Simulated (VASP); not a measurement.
A run of VASP 6.6.1:

The input POSCAR:

```
LiCl
1.0
    0.0000000000      2.5647600000      2.5647600000
    2.5904076000      0.0000000000      2.5647600000
    2.5904076000      2.5647600000      0.0000000000
Li Cl
1 1
Direct
    0.0000000000      0.0000000000      0.0000000000
    0.5000000000      0.5000000000      0.5000000000
```

INCAR.step1

```
SYSTEM = LiCl
PREC = Accurate
ENCUT = 520
ISMEAR = 0
SIGMA = 0.05
LREAL = .FALSE.
LASPH = .TRUE.
NELM = 100
NBANDS = 12
GGA = PE
ALGO = Normal
EDIFF = 1E-4
LWAVE = .TRUE.
LCHARG = .FALSE.
```

Contents of INCAR.step2:

```
SYSTEM = LiCl
PREC = Accurate
ENCUT = 520
EDIFF = 1E-6
ISMEAR = 0
SIGMA = 0.05
LREAL = .FALSE.
LASPH = .TRUE.
NELM = 100
ALGO = Normal
ISIF = 2
LWAVE = .FALSE.
LCHARG = .FALSE.
METAGGA = R2SCAN
LMIXTAU = .TRUE.
NBANDS = 12
ISTART = 1
```

The input KPOINTS:

```
Automatic mesh
0
G
  8 8 8
  0 0 0
```

Potentials or basis: VASP PAW PBE potentials, release 64 (Li_sv, Cl).

Command:

```sh
$ cat potpaw_PBE.64/Li_sv/POTCAR potpaw_PBE.64/Cl/POTCAR > POTCAR
$ cp INCAR.step1 INCAR
$ mpirun -np 1 vasp_std > vasp.out
$ cp INCAR.step2 INCAR
$ mpirun -np 1 vasp_std > vasp.out
```

Hardware: 1 thread of Intel(R) Xeon(R) Platinum 8175M CPU @ 2.50GHz (Skylake/Cascade Lake) (shared host).

Task: How long does it take, and how much memory?

Result: It took 2.2 min on 1 thread of Intel(R) Xeon(R) Platinum 8175M CPU @ 2.50GHz (Skylake/Cascade Lake), with other jobs on the host, peak memory 0.16 GiB. Counts: k points 59.
